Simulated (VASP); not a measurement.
Runs of VASP 6.6.1 on Ba. The structure is that of space group Im-3m (No. 229), or close to it. The cells are those of the table. 

```tsv
task	cell	k mesh	smearing	gap on the mesh (eV)	pressure (GPa)	relaxed volume (Å³/atom)
single point	a = 4.403 Å, angles 109.5°, 1 atom	12 × 12 × 12	fermi-dirac 0.15 eV	none	0.0	-
single point	a = 4.387 Å, angles 109.5°, 1 atom	10 × 10 × 10	gaussian 0.1 eV	none	0.1	-
relaxation of cell and atoms	relaxed from a = 4.387 Å, angles 109.5°, 1 atom	12 × 12 × 12	fermi-dirac 0.15 eV	none	0.0	(a)
relaxation of cell and atoms	relaxed from a = 4.352 Å, angles 109.5°, 1 atom	10 × 10 × 10	gaussian 0.1 eV	none	0.0	65.37
```

Alike in all rows: level r2SCAN; potentials or basis VASP PAW PBE potentials, release 64 (Ba_sv); no spin polarisation; cutoff (eV) 550.

Question: Fill in the values left out.

Answer: (a) 66.05.

Caveats: the PAW data sets were made with another functional, which shifts forces and pressure a little; spin-orbit coupling is left out, which moves the levels of the heavy elements.

A k mesh can miss the band edges, and the runs leave out spin-orbit coupling on Ba.

A gap of «none» marks levels without a gap at the run's occupations.
